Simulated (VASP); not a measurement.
# Cs2BP2 (Ibam) in VASP: relaxation of the atoms with PBE

Aim: the relaxation of the atoms of Cs2BP2 with PBE.

All numbers are computed with VASP 6.6.1; they aren't measurements. Logs are shortened: lines on timing, memory, paths and dates and some standing lists are left out, and cuts for length are marked.

**1. The cell of the first run**

It takes space group Ibam (No. 72, orthorhombic). Conventional cell: a = 7.349 Å, b = 13.913 Å, c = 6.102 Å, α = 90.00°, β = 90.00°, γ = 90.00°. Cs (site symmetry m) has 6 P at 3.45 to 3.86 Å and 2 B at 3.57 Å and 7 Cs at 3.88 to 4.79 Å within 4.8 Å. B (site symmetry 222) has 4 P at 2.25 Å and 2 B at 3.05 Å within 3.1 Å. P (site symmetry m) has 2 B at 2.25 Å within 3.0 Å.

**2. Relaxation of the atoms, PBE**

The input, INCAR:

```
SYSTEM = Cs2BP2
  PREC = Accurate
  ENCUT = 520
  EDIFF = 1E-6
  ISMEAR = 0
  SIGMA = 0.0232
  LREAL = .FALSE.
  LASPH = .TRUE.
  NELM = 100
  ALGO = Normal
  ISIF = 2
  LWAVE = .FALSE.
  LCHARG = .FALSE.
  GGA = PE
  IBRION = 2
  NSW = 60
  EDIFFG = -0.01
  KPAR = 2
```

The input, KPOINTS:

```
regular mesh
0
G
  4 4 4
  0 0 0
```

The input, POSCAR:

```
Cs2BP2
1.0
    0.0000000000      0.0000000000      6.1021770000
    6.9565410000     -3.6745030000      3.0510890000
    6.9565410000      3.6745030000     -3.0510890000
Cs B P
4 2 4
Direct
    0.3364000000      0.0147000000      0.6875000000
    0.6636000000      0.9853000000      0.3125000000
    0.1636000000      0.6875000000      0.0147000000
    0.8364000000      0.3125000000      0.9853000000
    0.2500000000      0.5000000000      0.5000000000
    0.7500000000      0.5000000000      0.5000000000
    0.3480000000      0.7393000000      0.4353000000
    0.6520000000      0.2607000000      0.5647000000
    0.1520000000      0.4353000000      0.7393000000
    0.8480000000      0.5647000000      0.2607000000
```

Potentials or basis: VASP PAW PBE potentials, release 64 (Cs_sv, B, P).

Run with:

```bash
$ cat potpaw_PBE.64/Cs_sv/POTCAR potpaw_PBE.64/B/POTCAR potpaw_PBE.64/P/POTCAR > POTCAR
$ mpirun -np 2 vasp_std > vasp.out
```

OUTCAR:

```text
SYSTEM = Cs2BP2
   PREC = Accurate
   ENCUT = 520
   EDIFF = 1E-6
   ISMEAR = 0
   LREAL = .FALSE.
   LASPH = .TRUE.
   NELM = 100
   ISIF = 2
   GGA = PE
   IBRION = 2
   NSW = 60
   EDIFFG = -0.01

 ion  position               nearest neighbor table
   1  0.336  0.015  0.688-
   2  0.664  0.985  0.312-
   3  0.164  0.688  0.015-
   4  0.836  0.312  0.985-
   5  0.250  0.500  0.500-   8 2.25  10 2.25   9 2.25   7 2.25
   6  0.750  0.500  0.500-   7 2.25   9 2.25   8 2.25  10 2.25
   7  0.348  0.739  0.435-   6 2.25   5 2.25
   8  0.652  0.261  0.565-   5 2.25   6 2.25
   9  0.152  0.435  0.739-   6 2.25   5 2.25
  10  0.848  0.565  0.261-   5 2.25   6 2.25

  LATTYP: Found a body centered orthorhombic cell.
 ALAT       =     6.1021770000
 B/A-ratio  =     1.2043252760
 C/A-ratio  =     2.2800194095

  Lattice vectors:

 A1 = (  -6.9565410000,  -3.6745030000,   3.0510890000)
 A2 = (  -6.9565410000,   3.6745030000,  -3.0510890000)
 A3 = (   6.9565410000,  -3.6745030000,  -3.0510880000)

Analysis of symmetry for initial positions (statically):
=====================================================================
 Subroutine PRICEL returns:
 Original cell was already a primitive cell.

 Routine SETGRP: Setting up the symmetry group for a
 body centered orthorhombic supercell.

 Subroutine GETGRP returns: Found  8 space group operations
 (whereof  4 operations were pure point group operations)
 out of a pool of  8 trial point group operations.

The static configuration has the point symmetry C_2h.
 The point group associated with its full space group is D_2h.

Analysis of symmetry for dynamics (positions and initial velocities):
=====================================================================
 Subroutine PRICEL returns:
 Original cell was already a primitive cell.

 Routine SETGRP: Setting up the symmetry group for a
 body centered orthorhombic supercell.

 Subroutine GETGRP returns: Found  8 space group operations
 (whereof  4 operations were pure point group operations)
 out of a pool of  8 trial point group operations.

The dynamic configuration has the point symmetry C_2h.
 The point group associated with its full space group is D_2h.

 Subroutine INISYM returns: Found  8 space group operations
 (whereof  4 operations are pure point group operations),
 and found     1 'primitive' translations

----------------------------------------------------------------------------------------

                                     Primitive cell

  volume of cell :     311.9656

  direct lattice vectors                    reciprocal lattice vectors
     0.000000000  0.000000000  6.102177000     0.000000000  0.136072846  0.163875941
     6.956541000 -3.674503000  3.051089000     0.071874801 -0.136072824  0.000000000
     6.956541000  3.674503000 -3.051089000     0.071874801  0.136072824  0.000000000

  length of vectors
     6.102177000  8.438280575  8.438280575     0.213005032  0.153888922  0.153888922

  position of ions in fractional coordinates (direct lattice)
     0.336400000  0.014700000  0.687500000
     0.663600000  0.985300000  0.312500000
     0.163600000  0.687500000  0.014700000
     0.836400000  0.312500000  0.985300000
     0.250000000  0.500000000  0.500000000
     0.750000000  0.500000000  0.500000000
     0.348000000  0.739300000  0.435300000
     0.652000000  0.260700000  0.564700000
     0.152000000  0.435300000  0.739300000
     0.848000000  0.564700000  0.260700000

  ion indices of the primitive-cell ions
   primitive index   ion index
                 1           1
                 2           2
                 3           3
                 4           4
                 5           5
                 6           6
                 7           7
                 8           8
                 9           9
                10          10

----------------------------------------------------------------------------------------

 KPOINTS: regular mesh

Automatic generation of k-mesh.
 Grid dimensions read from file:
 generate k-points for:    4    4    4

 Generating k-lattice:

  Cartesian coordinates                     Fractional coordinates (reciprocal lattice)
     0.000000000  0.034018212  0.040968985     0.250000000  0.000000000 -0.000000000
     0.017968700 -0.034018206  0.000000000     0.000000000  0.250000000  0.000000000
     0.017968700  0.034018206  0.000000000     0.000000000  0.000000000  0.250000000

  Length of vectors
     0.053251258  0.038472231  0.038472231

  Shift w.r.t. Gamma in fractional coordinates (k-lattice)
     0.000000000  0.000000000  0.000000000

 Subroutine IBZKPT returns following result:
 ===========================================

 Found     18 irreducible k-points:

 Following reciprocal coordinates:
            Coordinates               Weight
  0.000000  0.000000  0.000000      1.000000
  0.250000  0.000000  0.000000      4.000000
  0.500000  0.000000  0.000000      2.000000
  0.000000  0.250000  0.000000      4.000000
  0.250000  0.250000  0.000000      4.000000
  0.500000  0.250000  0.000000      8.000000
[... 10 lines left out ...]
  0.500000 -0.250000  0.250000      2.000000
  0.000000  0.500000  0.500000      1.000000
   k-points           NKPTS =     18   k-points in BZ     NKDIM =     18   number of bands    NBANDS=     37
   number of dos      NEDOS =    301   number of ions     NIONS =     10
   total plane-waves  NPLWV = 196608
   dimension x,y,z NGX =    48 NGY =   64 NGZ =   64
   dimension x,y,z NGXF=    96 NGYF=  128 NGZF=  128
   ions per type =               4   2   4
   NGX,Y,Z   is equivalent  to a cutoff of  13.08, 12.61, 12.61 a.u.
   NGXF,Y,Z  is equivalent  to a cutoff of  26.15, 25.22, 25.22 a.u.
 SYSTEM =  Cs2BP2
   PREC   = accura    normal or accurate (medium, high low for compatibility)
   ISTART =      0    job   : 0-new  1-cont  2-samecut
   ICHARG =      2    charge: 1-file 2-atom 10-const
   ISPIN  =      1    spin polarized calculation?
   LNONCOLLINEAR =      F non collinear calculations
   LSORBIT =      F    spin-orbit coupling
   LASPH  =      T    aspherical Exc in radial PAW
   ENCUT  =  520.0 eV  38.22 Ry    6.18 a.u.  11.35 15.69 15.69*2*pi/ulx,y,z
   NELM   =    100;   NELMIN=  2; NELMDL= -5     # of ELM steps
   EDIFF  = 0.1E-05   stopping-criterion for ELM
   LREAL  =      F    real-space projection
   EDIFFG = -.1E-01   stopping-criterion for IOM
   NSW    =     60    number of steps for IOM
   IBRION =      2    ionic relax: 0-MD 1-quasi-New 2-CG
   NFREE  =      1    steps in history (QN), initial steepest desc. (CG)
   ISIF   =      2    stress and relaxation
   ISYM   =      2    0-nonsym 1-usesym 2-fastsym
   POTIM  = 0.5000    time-step for ionic-motion
   TEBEG  =    0.0;   TEEND  =   0.0 temperature during run
   PSTRESS=    0.0 pullay stress
   NELECT =      62.0000    total number of electrons
   NUPDOWN=      -1.0000    fix difference up-down
   EMIN   =  10.00;   EMAX   =-10.00  energy-range for DOS
   EFERMI =   0.00;   METHOD = LEGACY
   ISMEAR =     0;   SIGMA  =   0.02  broadening in eV -4-tet -1-fermi 0-gaus
   EFERMI_NEDOS =   21; number of points for ismear=-14 and -15
   IALGO  =     38    algorithm
   IMIX   =      4    mixing-type and parameters
     AMIX     =   0.40;   BMIX     =  1.00
     AMIX_MAG =   1.60;   BMIX_MAG =  1.00
  volume/ion in A,a.u.               =      31.20       210.52
  Fermi-wavevector in a.u.,A,eV,Ry     =   0.955366  1.805380 12.418368  0.912724
  Thomas-Fermi vector in A             =   2.084197
   LORBIT       =      0    0 simple, 1 ext, 2 COOP (PROOUT), +10 PAW based schemes
   GGA     = PE    functional components
   LHFCALC =     F    Hartree Fock is set to
   AEXX    =    0.0000 exact exchange contribution
   IVDW    =     0    specifies the selected vdW correction
   LEPSILON=     F    determine dielectric tensor
   LRPA    =     F    only Hartree local field effects (RPA)
 conjugate gradient relaxation of ions
 non-spin polarized calculation
 Gauss-broadening in eV      SIGMA  =   0.02
  energy-cutoff  :      520.00
  volume of cell :      311.97
 maximum number of plane-waves:      8424
 NGX is ok and might be reduce to    48
   NGX = 23   NGY = 31   NGZ = 31

--------------------------------------- Ionic step        1  -------------------------------------------

 number of electron      61.9999997 magnetization

 Free energy of the ion-electron system (eV)
  ---------------------------------------------------
  ext. energy  EPLUGINS =         0.00000000
  ---------------------------------------------------
  free energy    TOTEN  =       -38.35867666 eV

  energy without entropy =      -38.35301729  energy(sigma->0) =      -38.35584697

------------------------ aborting loop because EDIFF is reached ----------------------------------------

  FORCE on cell =-STRESS in cart. coord.  units (eV):
  Direction    XX          YY          ZZ          XY          YZ          ZX
  --------------------------------------------------------------------------------------
  -------------------------------------------------------------------------------------
  Total       -8.0081315     -7.2139903     -8.8651947      0.0000000      0.0000010      0.0000000
  in kB      -41.1277572    -37.0492468    -45.5294191      0.0000000      0.0000050      0.0000000
  external PRESSURE =     -41.2354743 kB  Pullay stress =       0.0000000 kB
[... 113 lines left out ...]
  FREE ENERGIE OF THE ION-ELECTRON SYSTEM (eV)
  ---------------------------------------------------
  free  energy   TOTEN  =       -40.1573503713 eV

  energy  without entropy=      -40.1556837028  energy(sigma->0) =      -40.15651704

[... ionic steps 4 to 14 ...]

--------------------------------------- Ionic step       15  -------------------------------------------

 number of electron      62.0000000 magnetization

------------------------ aborting loop because EDIFF is reached ----------------------------------------

  FORCE on cell =-STRESS in cart. coord.  units (eV):
  Direction    XX          YY          ZZ          XY          YZ          ZX
  --------------------------------------------------------------------------------------
  -------------------------------------------------------------------------------------
  Total        0.4538740      0.6352816     -4.3275150     -0.0000000     -0.0000001      0.0000000
  in kB        2.3309831      3.2626472    -22.2250329     -0.0000000     -0.0000004      0.0000000
  external PRESSURE =      -5.5438009 kB  Pullay stress =       0.0000000 kB
[... 73 lines left out ...]
  energy  without entropy=      -40.2391462517  energy(sigma->0) =      -40.23981689

--------------------------------------- Ionic step       17  -------------------------------------------

 number of electron      61.9999999 magnetization

 Free energy of the ion-electron system (eV)
  ---------------------------------------------------
  ext. energy  EPLUGINS =         0.00000000
  ---------------------------------------------------
  free energy    TOTEN  =       -40.24096359 eV

  energy without entropy =      -40.23966412  energy(sigma->0) =      -40.24031386

 E-fermi :   3.0299     XC(G=0):  -8.2384

 val. band max:        3.0118925388   @ k =   0.0000   0.5000   0.0000
 cond. band min:       3.0313318168   @ k =   0.0000   0.0000   0.0000
 fundamental gap:      0.0194392779
 Fermi energy:         3.0298508508

 k-point     1 :       0.0000    0.0000    0.0000
  band No.  band energies     occupation
      1     -19.5719      2.00000
      2     -19.4971      2.00000
      3     -19.4534      2.00000
      4     -19.4301      2.00000
      5      -9.9984      2.00000
      6      -8.1311      2.00000
[... 746 lines left out ...]
  FREE ENERGIE OF THE ION-ELECTRON SYSTEM (eV)
  ---------------------------------------------------
  free  energy   TOTEN  =       -40.2409635948 eV

  energy  without entropy=      -40.2396641176  energy(sigma->0) =      -40.24031386

 reached required accuracy - stopping structural energy minimisation
```

It took 13 min on 2 MPI ranks of Intel Xeon Platinum 8488C (Sapphire Rapids), shared host; peak memory 0.61 GiB.

Results:

| Quantity | Value |
| --- | --- |
| Free energy | -40.2410 eV |
| Energy gained by relaxing | 188.2 meV/atom |
| Ionic steps | 17 |
| Pressure after relaxing | -0.6 GPa |
| Largest force after relaxing | 0.009 eV/Å |
| Band gap on the k mesh | zero (bands 31 and 32 overlap by 0.53 eV) |

Forces in eV/Å, atoms in the order of the input:
```
Cs   0.005 -0.008  0.000
Cs  -0.005  0.008  0.000
Cs   0.005  0.008  0.000
Cs  -0.005 -0.008  0.000
B    0.000  0.000  0.000
B    0.000  0.000  0.000
P    0.001  0.000  0.000
P   -0.001  0.000  0.000
P    0.001  0.000  0.000
P   -0.001  0.000  0.000
```

The path:
```tsv
step	energy change (eV)	largest force (eV/Å)	pressure (GPa)
1	0.0000	2.5428	-4.12
2	-1.0839	1.7654	-3.29
3	-1.7987	0.5224	-0.22
4	-1.8316	0.2426	-1.04
5	-1.8344	0.2387	-0.87
6	-1.8336	0.2364	-0.77
7	-1.8486	0.1964	-0.72
8	-1.8763	0.0873	-0.53
9	-1.8395	0.2569	-0.02
10	-1.8795	0.0824	-0.44
11	-1.8795	0.0822	-0.43
12	-1.8808	0.0393	-0.59
13	-1.8809	0.0256	-0.55
14	-1.8813	0.0212	-0.56
15	-1.8821	0.0111	-0.55
16	-1.8818	0.0211	-0.55
17	-1.8823	0.0093	-0.55
```

Final structure:
```
Cs B P
1.0
     0.00000    0.00000    6.10218
     6.95654   -3.67450    3.05109
     6.95654    3.67450   -3.05109
Cs B P
4 2 4
Direct
  0.31957 0.03447 0.67361
  0.68043 0.96553 0.32639
  0.18043 0.67361 0.03447
  0.81957 0.32639 0.96553
  0.25000 0.50000 0.50000
  0.75000 0.50000 0.50000
  0.37747 0.69392 0.44887
  0.62253 0.30608 0.55113
  0.12253 0.44887 0.69392
  0.87747 0.55113 0.30608
```

Levels at points of the mesh, in eV from the Fermi level:
```tsv
k point	band 27	band 28	band 29	band 30	band 31	band 32	band 33	band 34	band 35	band 36
(0.00, 0.00, 0.00)	-2.20	-2.14	-1.10	0.00	0.10	0.28	1.74	2.02	2.30	2.86
(0.50, 0.00, 0.00)	-0.94	-0.94	-0.50	-0.50	-0.36	-0.36	1.56	1.56	2.48	2.48
(0.00, 0.50, 0.00)	-2.37	-2.13	-1.42	-0.42	-0.02	0.15	1.97	2.44	2.49	2.71
(0.50, 0.50, 0.00)	-0.81	-0.81	-0.57	-0.57	-0.19	-0.19	1.88	1.88	2.39	2.39
(0.00, 0.50, 0.50)	-2.22	-2.13	-1.42	-0.51	0.16	0.29	1.78	2.11	2.80	3.11
```

Caveat: spin-orbit coupling is left out, which moves the levels of the heavy elements.
